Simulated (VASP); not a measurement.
# AgCl (Cm) in VASP: single point with PBE

Aim: the single point of AgCl with PBE.

Program: VASP 6.6.1. These are calculated values, not measurements. Logs are shortened: lines on timing, memory, paths and dates and some standing lists are left out, and cuts for length are marked.

## (1) The cell of the first run

Symmetry: Cm, No. 8, monoclinic system. Conventional cell: a = 6.612 Å, b = 4.197 Å, c = 3.727 Å, α = 90.00°, β = 122.96°, γ = 90.00°. Ag (site symmetry m) has 6 Cl at 2.71 to 2.83 Å within 3.6 Å. Within 3.6 Å of Cl (site symmetry m) lie 6 Ag at 2.71 to 2.83 Å.

## (2) Single point, PBE (strained and its atoms moved)

File INCAR:

```
SYSTEM = AgCl
PREC = Accurate
ENCUT = 520
EDIFF = 1E-6
ISMEAR = 0
SIGMA = 0.02
LREAL = .FALSE.
LASPH = .TRUE.
NELM = 80
ALGO = Normal
ISIF = 2
LWAVE = .FALSE.
LCHARG = .TRUE.
GGA = PE
LELF = .TRUE.
LVHAR = .TRUE.
NBANDS = 16
```

File KPOINTS:

```
regular mesh
0
G
  8 8 8
  0 0 0
```

File POSCAR:

```
AgCl
1.0
    0.0446477150      2.6351857875      2.6351857875
    2.7966940435     -0.1440651425      2.8238986450
    2.7966940435      2.8238986450     -0.1440651425
Ag Cl
1 1
Direct
    0.4938397725      0.5053808643      0.5053808643
    0.0061602275     -0.0053808643     -0.0053808643
```

Potentials or basis: VASP PAW PBE potentials, release 64 (Ag, Cl).

Started as:

```
cat potpaw_PBE.64/Ag/POTCAR potpaw_PBE.64/Cl/POTCAR > POTCAR
mpirun -np 1 vasp_std > vasp.out
```

OUTCAR:

```text
SYSTEM = AgCl
   PREC = Accurate
   ENCUT = 520
   EDIFF = 1E-6
   ISMEAR = 0
   LREAL = .FALSE.
   LASPH = .TRUE.
   NELM = 80
   ISIF = 2
   GGA = PE

 ion  position               nearest neighbor table
   1  0.494  0.505  0.505-   2 2.71   2 2.80   2 2.80   2 2.81   2 2.81   2 2.83
   2  0.006  0.995  0.995-   1 2.71   1 2.80   1 2.80   1 2.81   1 2.81   1 2.83

  LATTYP: Found a base centered monoclinic cell.
 ALAT       =     6.6118689481
 B/A-ratio  =     0.6348181844
 C/A-ratio  =     0.5636807005
 COS(beta)  =    -0.5440783021

  Lattice vectors:

 A1 = (   2.7520463285,  -2.7792509300,   0.1887128575)
 A2 = (   2.7520463285,   0.1887128575,  -2.7792509300)
 A3 = (   0.0446477150,   2.6351857875,   2.6351857875)

Analysis of symmetry for initial positions (statically):
=====================================================================
 Subroutine PRICEL returns:
 Original cell was already a primitive cell.

 Routine SETGRP: Setting up the symmetry group for a
 base centered monoclinic supercell.

 Subroutine GETGRP returns: Found  2 space group operations
 (whereof  2 operations were pure point group operations)
 out of a pool of  4 trial point group operations.

The static configuration has the point symmetry C_1h.

Analysis of symmetry for dynamics (positions and initial velocities):
=====================================================================
 Subroutine PRICEL returns:
 Original cell was already a primitive cell.

 Routine SETGRP: Setting up the symmetry group for a
 base centered monoclinic supercell.

 Subroutine GETGRP returns: Found  2 space group operations
 (whereof  2 operations were pure point group operations)
 out of a pool of  4 trial point group operations.

The dynamic configuration has the point symmetry C_1h.

 Subroutine INISYM returns: Found  2 space group operations
 (whereof  2 operations are pure point group operations),
 and found     1 'primitive' translations

----------------------------------------------------------------------------------------

                                     Primitive cell

  volume of cell :      43.3915

  direct lattice vectors                    reciprocal lattice vectors
     0.044647715  2.635185788  2.635185788    -0.183299542  0.191292756  0.191292756
     2.796694044 -0.144065142  2.823898645     0.180245656 -0.169992610  0.166938724
     2.796694044  2.823898645 -0.144065142     0.180245656  0.166938724 -0.169992610

  length of vectors
     3.726982920  3.977015954  3.977015954     0.326779068  0.298754953  0.298754953

  position of ions in fractional coordinates (direct lattice)
     0.493839773  0.505380864  0.505380864
     0.006160227  0.994619136  0.994619136

  ion indices of the primitive-cell ions
   primitive index   ion index
                 1           1
                 2           2

----------------------------------------------------------------------------------------

 KPOINTS: regular mesh

Automatic generation of k-mesh.
 Grid dimensions read from file:
 generate k-points for:    8    8    8

 Generating k-lattice:

  Cartesian coordinates                     Fractional coordinates (reciprocal lattice)
    -0.022912443  0.023911595  0.023911595     0.125000000  0.000000000  0.000000000
     0.022530707 -0.021249076  0.020867341     0.000000000  0.125000000 -0.000000000
     0.022530707  0.020867341 -0.021249076     0.000000000 -0.000000000  0.125000000

  Length of vectors
     0.040847384  0.037344369  0.037344369

  Shift w.r.t. Gamma in fractional coordinates (k-lattice)
     0.000000000  0.000000000  0.000000000

 Subroutine IBZKPT returns following result:
 ===========================================

 Found    150 irreducible k-points:

 Following reciprocal coordinates:
            Coordinates               Weight
  0.000000  0.000000  0.000000      1.000000
  0.125000  0.000000 -0.000000      2.000000
  0.250000  0.000000 -0.000000      2.000000
  0.375000 -0.000000 -0.000000      2.000000
  0.500000  0.000000 -0.000000      1.000000
  0.000000  0.125000  0.000000      4.000000
[... 16 lines left out ...]
  0.125000  0.375000  0.000000      4.000000
  0.250000  0.375000  0.000000      4.000000
 [... further k-points ...]
   k-points           NKPTS =    150   k-points in BZ     NKDIM =    150   number of bands    NBANDS=     16
   number of dos      NEDOS =    301   number of ions     NIONS =      2
   total plane-waves  NPLWV =  25200
   dimension x,y,z NGX =    28 NGY =   30 NGZ =   30
   dimension x,y,z NGXF=    56 NGYF=   60 NGZF=   60
   ions per type =               1   1
   NGX,Y,Z   is equivalent  to a cutoff of  12.49, 12.54, 12.54 a.u.
   NGXF,Y,Z  is equivalent  to a cutoff of  24.98, 25.08, 25.08 a.u.
 SYSTEM =  AgCl
   PREC   = accura    normal or accurate (medium, high low for compatibility)
   ISTART =      0    job   : 0-new  1-cont  2-samecut
   ICHARG =      2    charge: 1-file 2-atom 10-const
   ISPIN  =      1    spin polarized calculation?
   LNONCOLLINEAR =      F non collinear calculations
   LSORBIT =      F    spin-orbit coupling
   LASPH  =      T    aspherical Exc in radial PAW
   ENCUT  =  520.0 eV  38.22 Ry    6.18 a.u.   6.93  7.39  7.39*2*pi/ulx,y,z
   NELM   =     80;   NELMIN=  2; NELMDL= -5     # of ELM steps
   EDIFF  = 0.1E-05   stopping-criterion for ELM
   LREAL  =      F    real-space projection
   EDIFFG = 0.1E-04   stopping-criterion for IOM
   NSW    =      0    number of steps for IOM
   IBRION =     -1    ionic relax: 0-MD 1-quasi-New 2-CG
   NFREE  =      0    steps in history (QN), initial steepest desc. (CG)
   ISIF   =      2    stress and relaxation
   ISYM   =      2    0-nonsym 1-usesym 2-fastsym
   POTIM  = 0.5000    time-step for ionic-motion
   TEBEG  =    0.0;   TEEND  =   0.0 temperature during run
   PSTRESS=    0.0 pullay stress
   NELECT =      18.0000    total number of electrons
   NUPDOWN=      -1.0000    fix difference up-down
   EMIN   =  10.00;   EMAX   =-10.00  energy-range for DOS
   EFERMI =   0.00;   METHOD = LEGACY
   ISMEAR =     0;   SIGMA  =   0.02  broadening in eV -4-tet -1-fermi 0-gaus
   EFERMI_NEDOS =   21; number of points for ismear=-14 and -15
   IALGO  =     38    algorithm
   IMIX   =      4    mixing-type and parameters
     AMIX     =   0.40;   BMIX     =  1.00
     AMIX_MAG =   1.60;   BMIX_MAG =  1.00
  volume/ion in A,a.u.               =      21.70       146.41
  Fermi-wavevector in a.u.,A,eV,Ry     =   1.220948  2.307258 20.282410  1.490715
  Thomas-Fermi vector in A             =   2.356148
   LORBIT       =      0    0 simple, 1 ext, 2 COOP (PROOUT), +10 PAW based schemes
   GGA     = PE    functional components
   LHFCALC =     F    Hartree Fock is set to
   AEXX    =    0.0000 exact exchange contribution
   IVDW    =     0    specifies the selected vdW correction
   LEPSILON=     F    determine dielectric tensor
   LRPA    =     F    only Hartree local field effects (RPA)
 non-spin polarized calculation
 Gauss-broadening in eV      SIGMA  =   0.02
  energy-cutoff  :      520.00
  volume of cell :       43.39
 maximum number of plane-waves:      1183
   NGX = 13   NGY = 15   NGZ = 15

 number of electron      18.0000000 magnetization

 Free energy of the ion-electron system (eV)
  ---------------------------------------------------
  ext. energy  EPLUGINS =         0.00000000
  ---------------------------------------------------
  free energy    TOTEN  =        -5.38570909 eV

  energy without entropy =       -5.38570909  energy(sigma->0) =       -5.38570909

 E-fermi :   3.7660     XC(G=0):  -9.8832

 val. band max:        3.6311036577   @ k =   0.5000   0.0000  -0.0000
 cond. band min:       4.4651782161   @ k =   0.0000   0.0000   0.0000
 fundamental gap:      0.8340745584
 Fermi energy:         3.7660297441

 k-point     1 :       0.0000    0.0000    0.0000
  band No.  band energies     occupation
      1     -11.4199      2.00000
      2       1.0091      2.00000
      3       1.0401      2.00000
      4       1.1969      2.00000
      5       1.2554      2.00000
      6       1.2623      2.00000
[... 8 lines left out ...]
     15      16.4374      0.00000
     16      17.1420      0.00000

 k-point     2 :       0.1250    0.0000   -0.0000
  band No.  band energies     occupation
      1     -11.3529      2.00000
      2       0.4456      2.00000
      3       0.5205      2.00000
      4       0.7640      2.00000
      5       1.1919      2.00000
      6       1.2377      2.00000
[... 8 lines left out ...]
     15      15.4389      0.00000
     16      16.0401      0.00000

 k-point     3 :       0.2500    0.0000   -0.0000
  band No.  band energies     occupation
      1     -11.1843      2.00000
      2      -0.3345      2.00000
      3      -0.1471      2.00000
      4       0.0187      2.00000
      5       1.3391      2.00000
      6       1.3938      2.00000
[... 8 lines left out ...]
     15      15.6489      0.00000
     16      16.0367      0.00000

 k-point     4 :       0.3750   -0.0000   -0.0000
  band No.  band energies     occupation
      1     -11.0045      2.00000
      2      -1.1165      2.00000
      3      -0.5295      2.00000
      4      -0.3680      2.00000
      5       1.4961      2.00000
      6       1.5403      2.00000
[... 8 lines left out ...]
     15      16.3992      0.00000
     16      17.2210      0.00000
[... 324 lines left out ...]
 k-point    22 :       0.0000    0.3750    0.0000
  band No.  band energies     occupation
      1     -11.1063      2.00000
      2      -1.2827      2.00000
      3      -0.3543      2.00000
      4       0.0100      2.00000
      5       1.3946      2.00000
      6       1.5364      2.00000
[... 8 lines left out ...]
     15      16.9670      0.00000
     16      17.3317      0.00000

 k-point    23 :       0.1250    0.3750    0.0000
  band No.  band energies     occupation
      1     -11.1246      2.00000
      2      -0.9878      2.00000
      3      -0.1808      2.00000
      4       0.0815      2.00000
      5       1.3962      2.00000
      6       1.4714      2.00000
[... 8 lines left out ...]
     15      16.8423      0.00000
     16      17.9981      0.00000

 k-point    24 :       0.2500    0.3750    0.0000
  band No.  band energies     occupation
      1     -11.0896      2.00000
      2      -0.8016      2.00000
      3       0.1803      2.00000
      4       0.3837      2.00000
      5       1.2093      2.00000
      6       1.4928      2.00000
[... 8 lines left out ...]
     15      17.7681      0.00000
     16      18.7163      0.00000

 [... further k-points ...]
[... 5 lines left out ...]
  --------------------------------------------------------------------------------------
  -------------------------------------------------------------------------------------
  Total        0.1588485      0.1145484      0.1145484     -0.0214166      0.2004835     -0.0214166
  in kB        5.8652780      4.2295536      4.2295536     -0.7907804      7.4025993     -0.7907815
  external PRESSURE =       4.7747951 kB  Pullay stress =       0.0000000 kB

 VOLUME and BASIS-vectors are now :
 -----------------------------------------------------------------------------
  energy-cutoff  :      520.00
  volume of cell :       43.39
      direct lattice vectors                 reciprocal lattice vectors
     0.044647715  2.635185788  2.635185788    -0.183299542  0.191292756  0.191292756
     2.796694044 -0.144065142  2.823898645     0.180245656 -0.169992610  0.166938724
     2.796694044  2.823898645 -0.144065142     0.180245656  0.166938724 -0.169992610

 POSITION                                       TOTAL-FORCE (eV/Angst)
 -----------------------------------------------------------------------------------
      2.84884      2.65570      2.65570        -0.066757     -0.000450     -0.000450
      5.56357      2.68165      2.68165         0.066757      0.000450      0.000450
 -----------------------------------------------------------------------------------
    total drift:                               -0.000009      0.000020      0.000020

  FREE ENERGIE OF THE ION-ELECTRON SYSTEM (eV)
  ---------------------------------------------------
  free  energy   TOTEN  =        -5.3857090852 eV

  energy  without entropy=       -5.3857090852  energy(sigma->0) =       -5.38570909
```

Run time: 41 s. Hardware: 1 thread of Intel Xeon 6975P-C (Granite Rapids), shared host; peak memory 0.23 GiB.

Results:

- Free energy: -5.3857 eV
- Pressure: 0.5 GPa
- Largest force: 0.067 eV/Å
- Band gap on the k mesh: 0.83 eV, indirect (least direct gap 2.77 eV)

Forces in eV/Å, atoms in the order of the input:
```
Ag  -0.067  0.000  0.000
Cl   0.067  0.000  0.000
```

Caveat: the cell differs from its parent crystal (strained and its atoms moved). A k mesh can miss the band edges.
